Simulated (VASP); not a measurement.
# As (Fd-3m) in VASP: notebook

The runs below take As through single point, with LDA.

Everything below comes from runs of VASP 6.6.1. Logs are shortened: lines on timing, memory, paths and dates and some standing lists are left out, and cuts for length are marked.

## Step 1: The cell of the first run

The structure is cubic, space group Fd-3m (No. 227). The conventional cell has a = 4.391 Å, b = 4.391 Å, c = 4.391 Å, α = 90.00°, β = 90.00°, γ = 90.00°. Within 2.5 Å of As (site symmetry -43m) lie 4 As at 1.90 Å.

## Step 2: Single point, LDA (volume scaled by 0.4)

INCAR reads:

```
PREC = Accurate
ENCUT = 520
EDIFF = 1E-6
ISMEAR = -1
SIGMA = 0.05
LREAL = F
LASPH = T
NELM = 60
ALGO = Normal
ISIF = 2
LWAVE = F
LCHARG = F
NBANDS = 12
```

KPOINTS reads:

```
Automatic mesh
0
Gamma
  13 13 13
```

POSCAR reads:

```
As
1.0
    0.0000000000      2.1954020278      2.1954020278
    2.1954020278      0.0000000000      2.1954020278
    2.1954020278      2.1954020278      0.0000000000
As
2
Direct
   -0.1250000000     -0.1250000000     -0.1250000000
    0.1250000000      0.1250000000      0.1250000000
```

Potentials or basis: VASP PAW LDA potentials, release 64 (As).

Launch:

```bash
cat potpaw_LDA.64/As/POTCAR > POTCAR
mpirun -np 1 vasp_std > vasp.out
```

OUTCAR:

```text
PREC = Accurate
   ENCUT = 520
   EDIFF = 1E-6
   ISMEAR = -1
   LREAL = F
   LASPH = T
   NELM = 60
   ISIF = 2

 ion  position               nearest neighbor table
   1  0.875  0.875  0.875-   2 1.90   2 1.90   2 1.90   2 1.90
   2  0.125  0.125  0.125-   1 1.90   1 1.90   1 1.90   1 1.90

  LATTYP: Found a face centered cubic cell.
 ALAT       =     4.3908040556

  Lattice vectors:

 A1 = (   0.0000000000,   2.1954020278,   2.1954020278)
 A2 = (   2.1954020278,   0.0000000000,   2.1954020278)
 A3 = (   2.1954020278,   2.1954020278,   0.0000000000)

Analysis of symmetry for initial positions (statically):
=====================================================================
 Subroutine PRICEL returns:
 Original cell was already a primitive cell.

 Routine SETGRP: Setting up the symmetry group for a
 face centered cubic supercell.

 Subroutine GETGRP returns: Found 48 space group operations
 (whereof 12 operations were pure point group operations)
 out of a pool of 48 trial point group operations.

The static configuration has the point symmetry D_3d.
 The point group associated with its full space group is O_h .

Analysis of symmetry for dynamics (positions and initial velocities):
=====================================================================
 Subroutine PRICEL returns:
 Original cell was already a primitive cell.

 Routine SETGRP: Setting up the symmetry group for a
 face centered cubic supercell.

 Subroutine GETGRP returns: Found 48 space group operations
 (whereof 12 operations were pure point group operations)
 out of a pool of 48 trial point group operations.

The dynamic configuration has the point symmetry D_3d.
 The point group associated with its full space group is O_h .

 Subroutine INISYM returns: Found 48 space group operations
 (whereof 12 operations are pure point group operations),
 and found     1 'primitive' translations

----------------------------------------------------------------------------------------

                                     Primitive cell

  volume of cell :      21.1628

  direct lattice vectors                    reciprocal lattice vectors
     0.000000000  2.195402028  2.195402028    -0.227748719  0.227748719  0.227748719
     2.195402028  0.000000000  2.195402028     0.227748719 -0.227748719  0.227748719
     2.195402028  2.195402028  0.000000000     0.227748719  0.227748719 -0.227748719

  length of vectors
     3.104767323  3.104767323  3.104767323     0.394472353  0.394472353  0.394472353

  position of ions in fractional coordinates (direct lattice)
     0.875000000  0.875000000  0.875000000
     0.125000000  0.125000000  0.125000000

[... 82 lines left out ...]
   ISIF   =      2    stress and relaxation
   ISYM   =      2    0-nonsym 1-usesym 2-fastsym
   POTIM  = 0.5000    time-step for ionic-motion
   TEBEG  =    0.0;   TEEND  =   0.0 temperature during run
   PSTRESS=    0.0 pullay stress
   NELECT =      10.0000    total number of electrons
   NUPDOWN=      -1.0000    fix difference up-down
   EMIN   =  10.00;   EMAX   =-10.00  energy-range for DOS
   EFERMI =   0.00;   METHOD = LEGACY
   ISMEAR =    -1;   SIGMA  =   0.05  broadening in eV -4-tet -1-fermi 0-gaus
   EFERMI_NEDOS =   21; number of points for ismear=-14 and -15
   IALGO  =     38    algorithm
   IMIX   =      4    mixing-type and parameters
     AMIX     =   0.40;   BMIX     =  1.00
     AMIX_MAG =   1.60;   BMIX_MAG =  1.00
  volume/ion in A,a.u.               =      10.58        71.41
  Fermi-wavevector in a.u.,A,eV,Ry     =   1.275119  2.409626 22.122105  1.625929
  Thomas-Fermi vector in A             =   2.407849
   LORBIT       =      0    0 simple, 1 ext, 2 COOP (PROOUT), +10 PAW based schemes
   GGA     = CA    functional components
   LHFCALC =     F    Hartree Fock is set to
   AEXX    =    0.0000 exact exchange contribution
   IVDW    =     0    specifies the selected vdW correction
   LEPSILON=     F    determine dielectric tensor
   LRPA    =     F    only Hartree local field effects (RPA)
 non-spin polarized calculation
  energy-cutoff  :      520.00
  volume of cell :       21.16
 maximum number of plane-waves:       584
   NGX = 11   NGY = 11   NGZ = 11

 number of electron      10.0000000 magnetization

 number of electron       9.9999998 magnetization

 Free energy of the ion-electron system (eV)
  ---------------------------------------------------
  ext. energy  EPLUGINS =         0.00000000
  ---------------------------------------------------
  free energy    TOTEN  =         4.23072421 eV

  energy without entropy =        4.23763846  energy(sigma->0) =        4.23418133

 E-fermi :  16.5022     XC(G=0): -13.2907

 val. band max:       16.4593726418   @ k =   0.4615   0.3077   0.0769
 cond. band min:      16.5156852929   @ k =  -0.4615   0.3846   0.1538
 fundamental gap:      0.0563126511
 Fermi energy:        16.5022378048

 k-point     1 :       0.0000    0.0000    0.0000
  band No.  band energies     occupation
      1      -8.2511      2.00000
      2      12.5070      2.00000
      3      12.5070      2.00000
      4      12.5070      2.00000
      5      15.7691      2.00000
      6      15.7691      2.00000
      7      15.7691      2.00000
      8      19.9152      0.00000
      9      22.4643      0.00000
     10      25.1317      0.00000
     11      25.1317      0.00000
     12      26.9658      0.00000
[... 331 lines left out ...]
 k-point    24 :       0.4615    0.1538    0.0000
  band No.  band energies     occupation
      1      -4.2779      2.00000
      2       1.0869      2.00000
      3       7.5386      2.00000
      4       8.5453      2.00000
      5      15.1508      2.00000
      6      19.0494      0.00000
      7      19.4217      0.00000
      8      21.5422      0.00000
      9      25.1297      0.00000
     10      29.5580      0.00000
     11      30.3955      0.00000
     12      30.6074      0.00000

 [... further k-points ...]
[... 5 lines left out ...]
  --------------------------------------------------------------------------------------
  -------------------------------------------------------------------------------------
  Total       42.7415282     42.7415282     42.7415282     -0.0000000      0.0000000      0.0000000
  in kB     3235.8505073   3235.8505073   3235.8505073     -0.0000000      0.0000000      0.0000000
  external PRESSURE =    3235.8505073 kB  Pullay stress =       0.0000000 kB

 VOLUME and BASIS-vectors are now :
 -----------------------------------------------------------------------------
  energy-cutoff  :      520.00
  volume of cell :       21.16
      direct lattice vectors                 reciprocal lattice vectors
     0.000000000  2.195402028  2.195402028    -0.227748719  0.227748719  0.227748719
     2.195402028  0.000000000  2.195402028     0.227748719 -0.227748719  0.227748719
     2.195402028  2.195402028  0.000000000     0.227748719  0.227748719 -0.227748719

 POSITION                                       TOTAL-FORCE (eV/Angst)
 -----------------------------------------------------------------------------------
      3.84195      3.84195      3.84195        -0.000000      0.000000      0.000000
      0.54885      0.54885      0.54885         0.000000     -0.000000     -0.000000
 -----------------------------------------------------------------------------------
    total drift:                                0.000000      0.000000      0.000000

  FREE ENERGIE OF THE ION-ELECTRON SYSTEM (eV)
  ---------------------------------------------------
  free  energy   TOTEN  =         4.2307242063 eV

  energy  without entropy=        4.2376384570  energy(sigma->0) =        4.23418133
```

stdout:

```text
POSCAR found type information on POSCAR As
 POSCAR found :  1 types and       2 ions
 scaLAPACK will be used
 LDA part: xc-table for (Slater(with rela. corr.)+CA(PZ))
 , standard interpolation
 POSCAR, INCAR and KPOINTS ok, starting setup
 FFT: planning ... GRIDC
 FFT: planning ... GRID_SOFT
 FFT: planning ... GRID
 WAVECAR not read
 entering main loop
```

It took 8.9 s on 1 thread of Intel Xeon Platinum 8375C at 2.90GHz (Ice Lake), shared host; peak memory 0.13 GiB.

What came out:

```
Free energy            : 4.2307 eV
Pressure               : 323.6 GPa
Band gap on the k mesh : zero (band 5 reaches 18.13 eV, above the bottom of band 6 at 12.95 eV)
```

Levels at points of the mesh, in eV from the Fermi level:
```csv
k point,band 3,band 4,band 5,band 6,band 7,band 8
"(0.00, 0.00, 0.00)",-4.00,-4.00,-0.73,-0.73,-0.73,3.41
```

[end of part 1 of 2]
